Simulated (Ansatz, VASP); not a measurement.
**NbP: VASP beside Ansatz**

File INCAR:

```
PREC     = Accurate       # precision mode
ENCUT    = 520            # plane-wave cutoff, eV
EDIFF    = 1E-6           # SCF threshold, eV
ISMEAR   = -1             # smearing method
SIGMA    = 0.05           # smearing width, eV
LREAL    = F              # projectors in reciprocal space
LASPH    = T              # aspherical terms in the spheres
NELM     = 60             # most SCF steps
ALGO     = Normal         # electronic algorithm
ISIF     = 2              # what is computed and relaxed
LWAVE    = F              # write WAVECAR
LCHARG   = F              # write CHGCAR
GGA      = PS             # functional
NBANDS   = 26             # bands
```

The input KPOINTS:

```
regular mesh
0
Gamma
  9 9 9
```

File POSCAR:

```
NbP
1.0
   -1.6749232544      1.6749232544      5.6253060124
    1.6749232544     -1.6749232544      5.6253060124
    1.6749232544      1.6749232544     -5.6253060124
Nb P
2 2
Direct
    0.2498808000      0.7498808000      0.5000000000
    0.4998808000      0.4998808000      0.0000000000
    0.8327477700      0.3327477700      0.5000000000
    0.0827477700      0.0827477700      0.0000000000
```

The input input.yaml:

```yaml
crystal:
  lattice:
    - [-1.6749232544, 1.6749232544, 5.6253060124]
    - [1.6749232544, -1.6749232544, 5.6253060124]
    - [1.6749232544, 1.6749232544, -5.6253060124]
  atoms:
    - { symbol: Nb, position: [0.2498808, 0.7498808, 0.5] }
    - { symbol: Nb, position: [0.4998808, 0.4998808, 0.0] }
    - { symbol: P, position: [0.83274777, 0.33274777, 0.5] }
    - { symbol: P, position: [0.08274777, 0.08274777, 0.0] }
hamiltonian:
  xc: pbesol
  pseudopotentials: { kind: paw }
kpoints:
  mp_grid: { grid: [9, 9, 9] }
  band_path:
    path:
      - [[0.0, 0.0, 0.0], [-0.5, 0.5, 0.0], [-0.5, 0.5, -0.0443269167], [-0.2721634583, 0.2721634583, -0.2721634583], [0.0, 0.0, 0.0], [0.5, 0.5, -0.5], [0.2721634583, 0.7278365417, -0.7278365417], [0.0, 0.5, -0.5], [-0.25, 0.75, -0.25], [0.0443269167, 0.9556730833, -0.5], [0.5, 0.5, -0.5]]
      - [[-0.5, 0.5, 0.0], [-0.25, 0.75, -0.25]]
    npoints: 14
scf:
  occupations: { method: fermi_dirac, width: 0.05 }
  n_extra_bands: 10
output:
  forces: true
  stress: true
  eigenvalues: true
  fatbands: false
```

Alike in both runs: functional PBEsol; k mesh 9 × 9 × 9; occupations fermi-dirac, width 0.05 eV; no spin polarisation.

|  | VASP | Ansatz |
| --- | --- | --- |
| version | VASP 6.6.1 | Ansatz 0.2.0 |
| potentials or method | VASP PAW PBE potentials, release 64 (Nb_sv, P) | Ansatz PAW |
| plane-wave cutoff (eV) | 520 | 420 |
| valence electrons in the cell | 36 | 36 |
| task | single point | band structure |

VASP gave:

```
gap on the k mesh at the Fermi level (eV)                     : none
pressure (GPa)                                                : -3.2
traceless stress, the component that is largest in VASP (GPa) : 2.32
rms of the force components (eV/Å)                            : 0.086
```

Question: What did Ansatz give for the same quantities?

Answer: gap on the k mesh at the Fermi level (eV): none; pressure (GPa): -3.0; traceless stress, the component that is largest in VASP (GPa): 2.31; rms of the force components (eV/Å): 0.086.

VASP's potentials were made for PBE, not for PBEsol. Atom by atom the forces differ by 0.001 eV/Å (rms over components). A gap of «none» marks a metal or a gap that the smearing closes.
